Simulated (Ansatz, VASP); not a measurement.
## SiC in VASP and in Ansatz

```
Si C
1.0
     0.00000   -2.18986   -2.18986
     0.00000    2.18986   -2.18986
     4.37973    0.00000    0.00000
Si C
2 2
Direct
  0.48074 0.48074 0.50000
  0.01926 0.01926 0.00000
  0.06850 0.43150 0.25000
  0.43150 0.06850 0.75000
```

Change from the starting cell: mode 7 (741.2 1/cm) frozen in, largest displacement -0.300 Å.

Alike in both runs: task single point; functional PBE; k mesh 10 × 10 × 6; occupations gaussian, width 0.05 eV; no spin polarisation.

|  | VASP | Ansatz |
| --- | --- | --- |
| version | VASP 6.6.1 | Ansatz 0.2.0 |
| potentials or method | VASP PAW PBE potentials, release 64 (Si, C), cutoff 600 eV | scalar-relativistic, plane waves, PAW |
| valence electrons in the cell | 16 | 16 |

Ansatz gave:

| Property | Result |
| --- | --- |
| gap on the k mesh at the Fermi level (eV) | 0.57 |
| least direct gap on the mesh (eV) | 1.90 |
| pressure (GPa) | 22.2 |
| traceless stress, the component that is largest in VASP (GPa) | -16.42 |
| rms of the force components (eV/Å) | 3.656 |

Q: Estimate VASP's values.

A: gap on the k mesh at the Fermi level (eV): 0.57; least direct gap on the mesh (eV): 1.90; pressure (GPa): 21.9; traceless stress, the component that is largest in VASP (GPa): -16.46; rms of the force components (eV/Å): 3.658.

Atom by atom the forces differ by 0.002 eV/Å (rms over components). With one functional, cell and mesh, what is left measures potentials, basis and numerics.
